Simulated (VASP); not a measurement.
A run of VASP 6.6.1 is set up as follows.

INCAR

```
SYSTEM = Si
ALGO = Normal ; EDIFF = 1E-6
ENCUT = 520 ; GGA = CA
ISIF = 2 ; ISMEAR = -1
LASPH = .True. ; LCHARG = .True.
LELF = .True. ; LREAL = .False.
LVHAR = .True. ; LWAVE = .False.
NBANDS = 8 ; NELM = 100
PREC = Accurate ; SIGMA = 0.08
```

Contents of KPOINTS:

```
k-points
0
Gamma
  18 18 18
  0 0 0
```

POSCAR

```
Si
1.0
    0.0000000000      1.5174600798      1.5174600798
    1.5174600798      0.0000000000      1.5174600798
    1.5174600798      1.5174600798      0.0000000000
Si
1
Direct
    0.0000000000      0.0000000000      0.0000000000
```

Potentials or basis: VASP PAW LDA potentials, release 64 (Si).

The run is started by

```bash
$ cat potpaw_LDA.64/Si/POTCAR > POTCAR
$ mpirun -np 1 vasp_std > vasp.out
```

**Question.** What does it give for the pressure?

**Answer.** 285.4 GPa.

**Question.** Predict the band gap on the k mesh.

**Answer.** Zero (band 2 reaches 38.18 eV, above the bottom of band 3 at 17.84 eV).
